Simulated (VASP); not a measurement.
# PIr2 (Fm-3m) in VASP: a series of runs

Runs on PIr2. Level: LDA. Tasks: single point, relaxation of cell and atoms.

All numbers are computed with VASP 6.6.1; they aren't measurements. Logs are shortened: lines on timing, memory, paths and dates and some standing lists are left out, and cuts for length are marked.

### Step 1. The cell of the first run

Symmetry: Fm-3m, No. 225, cubic system. The conventional cell has a = 5.505 Å, b = 5.505 Å, c = 5.505 Å, α = 90.00°, β = 90.00°, γ = 90.00°. P (site symmetry m-3m) has 8 Ir at 2.38 Å within 3.1 Å. Within 3.1 Å of Ir (site symmetry -43m) lie 4 P at 2.38 Å and 6 Ir at 2.75 Å.

### Step 2. Single point, LDA

INCAR

```
SYSTEM = PIr2
PREC = Accurate ; ENCUT = 520
EDIFF = 1E-6 ; ISMEAR = 0
SIGMA = 0.1 ; LREAL = .FALSE.
LASPH = .TRUE. ; NELM = 100
ALGO = Normal ; ISIF = 2
LWAVE = .FALSE. ; LCHARG = .FALSE.
GGA = CA ; NBANDS = 18
```

KPOINTS

```
Automatic mesh
0
G
  14 14 14
  0 0 0
```

POSCAR

```
PIr2
1.0
    0.0000000000      2.7527110166      2.7527110166
    2.7527110166      0.0000000000      2.7527110166
    2.7527110166      2.7527110166      0.0000000000
P Ir
1 2
Direct
    0.0000000000      0.0000000000      0.0000000000
    0.2500000000      0.2500000000      0.2500000000
    0.7500000000      0.7500000000      0.7500000000
```

Potentials or basis: VASP PAW LDA potentials, release 64 (P, Ir).

The run is started by

```console
> cat potpaw_LDA.64/P/POTCAR potpaw_LDA.64/Ir/POTCAR > POTCAR
> mpirun -np 1 vasp_std > vasp.out
```

OUTCAR:

```text
SYSTEM = PIr2
   PREC = Accurate
   ENCUT = 520
   EDIFF = 1E-6
   ISMEAR = 0
   LREAL = .FALSE.
   LASPH = .TRUE.
   NELM = 100
   ISIF = 2
   GGA = CA

 ion  position               nearest neighbor table
   1  0.000  0.000  0.000-   2 2.38   3 2.38   3 2.38   3 2.38   3 2.38   2 2.38   2 2.38   2 2.38

   2  0.250  0.250  0.250-   1 2.38   1 2.38   1 2.38   1 2.38   3 2.75   3 2.75   3 2.75   3 2.75
                             3 2.75   3 2.75
   3  0.750  0.750  0.750-   1 2.38   1 2.38   1 2.38   1 2.38   2 2.75   2 2.75   2 2.75   2 2.75
                             2 2.75   2 2.75

  LATTYP: Found a face centered cubic cell.
 ALAT       =     5.5054220332

  Lattice vectors:

 A1 = (   0.0000000000,   2.7527110166,   2.7527110166)
 A2 = (   2.7527110166,   0.0000000000,   2.7527110166)
 A3 = (   2.7527110166,   2.7527110166,   0.0000000000)

Analysis of symmetry for initial positions (statically):
=====================================================================
 Subroutine PRICEL returns:
 Original cell was already a primitive cell.

 Routine SETGRP: Setting up the symmetry group for a
 face centered cubic supercell.

 Subroutine GETGRP returns: Found 48 space group operations
 (whereof 48 operations were pure point group operations)
 out of a pool of 48 trial point group operations.

The static configuration has the point symmetry O_h .

Analysis of symmetry for dynamics (positions and initial velocities):
=====================================================================
 Subroutine PRICEL returns:
 Original cell was already a primitive cell.

 Routine SETGRP: Setting up the symmetry group for a
 face centered cubic supercell.

 Subroutine GETGRP returns: Found 48 space group operations
 (whereof 48 operations were pure point group operations)
 out of a pool of 48 trial point group operations.

The dynamic configuration has the point symmetry O_h .

 Subroutine INISYM returns: Found 48 space group operations
 (whereof 48 operations are pure point group operations),
 and found     1 'primitive' translations

----------------------------------------------------------------------------------------

                                     Primitive cell

  volume of cell :      41.7169

  direct lattice vectors                    reciprocal lattice vectors
     0.000000000  2.752711017  2.752711017    -0.181639118  0.181639118  0.181639118
     2.752711017  0.000000000  2.752711017     0.181639118 -0.181639118  0.181639118
     2.752711017  2.752711017  0.000000000     0.181639118  0.181639118 -0.181639118

[... 82 lines left out ...]
   LASPH  =      T    aspherical Exc in radial PAW
   ENCUT  =  520.0 eV  38.22 Ry    6.18 a.u.   7.24  7.24  7.24*2*pi/ulx,y,z
   NELM   =    100;   NELMIN=  2; NELMDL= -5     # of ELM steps
   EDIFF  = 0.1E-05   stopping-criterion for ELM
   LREAL  =      F    real-space projection
   EDIFFG = 0.1E-04   stopping-criterion for IOM
   NSW    =      0    number of steps for IOM
   IBRION =     -1    ionic relax: 0-MD 1-quasi-New 2-CG
   NFREE  =      0    steps in history (QN), initial steepest desc. (CG)
   ISIF   =      2    stress and relaxation
   ISYM   =      2    0-nonsym 1-usesym 2-fastsym
   POTIM  = 0.5000    time-step for ionic-motion
   TEBEG  =    0.0;   TEEND  =   0.0 temperature during run
   PSTRESS=    0.0 pullay stress
   NELECT =      23.0000    total number of electrons
   NUPDOWN=      -1.0000    fix difference up-down
   EMIN   =  10.00;   EMAX   =-10.00  energy-range for DOS
   EFERMI =   0.00;   METHOD = LEGACY
   ISMEAR =     0;   SIGMA  =   0.10  broadening in eV -4-tet -1-fermi 0-gaus
   EFERMI_NEDOS =   21; number of points for ismear=-14 and -15
   IALGO  =     38    algorithm
   IMIX   =      4    mixing-type and parameters
     AMIX     =   0.40;   BMIX     =  1.00
     AMIX_MAG =   1.60;   BMIX_MAG =  1.00
  volume/ion in A,a.u.               =      13.91        93.84
  Fermi-wavevector in a.u.,A,eV,Ry     =   1.342394  2.536758 24.518010  1.802023
  Thomas-Fermi vector in A             =   2.470552
   LORBIT       =      0    0 simple, 1 ext, 2 COOP (PROOUT), +10 PAW based schemes
   GGA     = CA    functional components
   LHFCALC =     F    Hartree Fock is set to
   AEXX    =    0.0000 exact exchange contribution
   IVDW    =     0    specifies the selected vdW correction
   LEPSILON=     F    determine dielectric tensor
   LRPA    =     F    only Hartree local field effects (RPA)
 non-spin polarized calculation
 Gauss-broadening in eV      SIGMA  =   0.10
  energy-cutoff  :      520.00
  volume of cell :       41.72
 maximum number of plane-waves:      1158
 NGX is ok and might be reduce to    30
   NGX = 15   NGY = 15   NGZ = 15

 number of electron      23.0000002 magnetization

 Free energy of the ion-electron system (eV)
  ---------------------------------------------------
  ext. energy  EPLUGINS =         0.00000000
  ---------------------------------------------------
  free energy    TOTEN  =       -28.03726959 eV

  energy without entropy =      -28.03408792  energy(sigma->0) =      -28.03567876

 E-fermi :  10.1231     XC(G=0): -13.2149

 val. band max:       10.0988811201   @ k =   0.3571   0.1429   0.0000
 cond. band min:      10.1240359691   @ k =  -0.1429   0.0714   0.0000
 fundamental gap:      0.0251548490
 Fermi energy:        10.1230550594

 k-point     1 :       0.0000    0.0000    0.0000
  band No.  band energies     occupation
      1      -4.4838      2.00000
      2       2.3761      2.00000
      3       2.3761      2.00000
      4       2.3761      2.00000
      5       4.0019      2.00000
      6       4.0019      2.00000
[... 481 lines left out ...]
      5       4.5398      2.00000
      6       4.9715      2.00000
[... 10 lines left out ...]
     17      17.6478      0.00000
     18      17.6627      0.00000

 [... further k-points ...]
[... 5 lines left out ...]
  --------------------------------------------------------------------------------------
  -------------------------------------------------------------------------------------
  Total        0.5331363      0.5331363      0.5331363     -0.0000000     -0.0000000      0.0000000
  in kB       20.4756167     20.4756167     20.4756167     -0.0000000     -0.0000000      0.0000000
  external PRESSURE =      20.4756167 kB  Pullay stress =       0.0000000 kB

 VOLUME and BASIS-vectors are now :
 -----------------------------------------------------------------------------
  energy-cutoff  :      520.00
  volume of cell :       41.72
      direct lattice vectors                 reciprocal lattice vectors
     0.000000000  2.752711017  2.752711017    -0.181639118  0.181639118  0.181639118
     2.752711017  0.000000000  2.752711017     0.181639118 -0.181639118  0.181639118
     2.752711017  2.752711017  0.000000000     0.181639118  0.181639118 -0.181639118

 POSITION                                       TOTAL-FORCE (eV/Angst)
 -----------------------------------------------------------------------------------
      0.00000      0.00000      0.00000         0.000000     -0.000000      0.000000
      1.37636      1.37636      1.37636         0.000000     -0.000000     -0.000000
      4.12907      4.12907      4.12907        -0.000000      0.000000      0.000000
 -----------------------------------------------------------------------------------
    total drift:                               -0.000000      0.000000      0.000000

  FREE ENERGIE OF THE ION-ELECTRON SYSTEM (eV)
  ---------------------------------------------------
  free  energy   TOTEN  =       -28.0372695943 eV

  energy  without entropy=      -28.0340879215  energy(sigma->0) =      -28.03567876
```

Run time: 31 s. Hardware: 1 thread of Intel Xeon 6975P-C (Granite Rapids), shared host; peak memory 0.2 GiB.

What came out:

* Free energy: -28.0373 eV
* Pressure: 2.0 GPa

Levels at points of the mesh, in eV from the Fermi level:
```csv
k point,band 8,band 9,band 10,band 11,band 12,band 13,band 14,band 15,band 16,band 17
"(0.00, 0.00, 0.00)",-0.55,-0.55,0.45,1.65,1.65,4.50,4.50,4.50,5.07,5.07
"(0.50, 0.00, 0.00)",-2.90,-2.90,-2.70,-2.70,-2.55,3.90,4.51,4.51,8.25,8.25
"(0.50, 0.50, 0.00)",-2.51,-2.51,-0.91,-0.91,-0.06,1.50,1.76,5.57,6.65,8.52
```

Caveat: spin-orbit coupling is left out, which moves the levels of the heavy elements.

### Step 3. Relaxation of cell and atoms, LDA

This run uses another cell than the first one, of 14.52 Å³/atom, 1.045 times its volume.

INCAR

```
SYSTEM = PIr2
ALGO = Normal
EDIFF = 1E-6
EDIFFG = -0.005
ENCUT = 600
GGA = CA
IBRION = 2
ISIF = 3
ISMEAR = 0
LASPH = .TRUE.
LCHARG = .FALSE.
LREAL = .FALSE.
LWAVE = .FALSE.
NELM = 100
NSW = 70
PREC = Accurate
SIGMA = 0.1
```

KPOINTS

```
k-points
0
G
  14 14 14
  0 0 0
```

POSCAR

```
PIr2
1.0
    0.0000000000      2.7929574773      2.7929574773
    2.7929574773      0.0000000000      2.7929574773
    2.7929574773      2.7929574773      0.0000000000
P Ir
1 2
Direct
    0.0000000000      0.0000000000      0.0000000000
    0.2500000000      0.2500000000      0.2500000000
    0.7500000000      0.7500000000      0.7500000000
```

Potentials or basis: VASP PAW LDA potentials, release 64 (P, Ir).

The run is started by

```console
> cat potpaw_LDA.64/P/POTCAR potpaw_LDA.64/Ir/POTCAR > POTCAR
> mpirun -np 1 vasp_std > vasp.out
```

Wall time 67 s (1 thread of Intel Xeon 6975P-C (Granite Rapids), shared host); peak memory 0.22 GiB.

The run converged. Its results:

* Free energy: -28.0401 eV
* Relaxed volume: 14.00 Å³/atom
* Relaxed cell: a = 3.902 Å, b = 3.902 Å, c = 3.902 Å, α = 60.00°, β = 60.00°, γ = 60.00°
* Space group after relaxing (to 0.05 Å): Fm-3m (No. 225)
* Energy gained by relaxing: 18.2 meV/atom
* Ionic steps: 4
* Pressure after relaxing: -0.1 GPa

The path:
```
step  energy change (eV)  largest force (eV/Å)  pressure (GPa)  volume (Å³)
   1              0.0000                0.0000          -10.67        43.57
   2              0.4665                0.0000           43.71        37.75
   3             -0.0546                0.0000           -0.52        42.06
   4             -0.0547                0.0000           -0.05        42.00
```

Final structure:
```
P Ir
1.0
     0.00000    2.75894    2.75894
     2.75894    0.00000    2.75894
     2.75894    2.75894    0.00000
P Ir
1 2
Direct
  0.00000 0.00000 0.00000
  0.25000 0.25000 0.25000
  0.75000 0.75000 0.75000
```

Levels at points of the mesh, in eV from the Fermi level:
```tsv
k point	band 8	band 9	band 10	band 11	band 12	band 13	band 14	band 15
(0.00, 0.00, 0.00)	-0.55	-0.55	0.43	1.63	1.63	4.46	4.46	4.46
(0.50, 0.00, 0.00)	-2.87	-2.87	-2.67	-2.67	-2.53	3.84	4.46	4.46
(0.50, 0.50, 0.00)	-2.48	-2.48	-0.89	-0.89	-0.06	1.48	1.74	5.52
```

Caveat: spin-orbit coupling is left out, which moves the levels of the heavy elements.
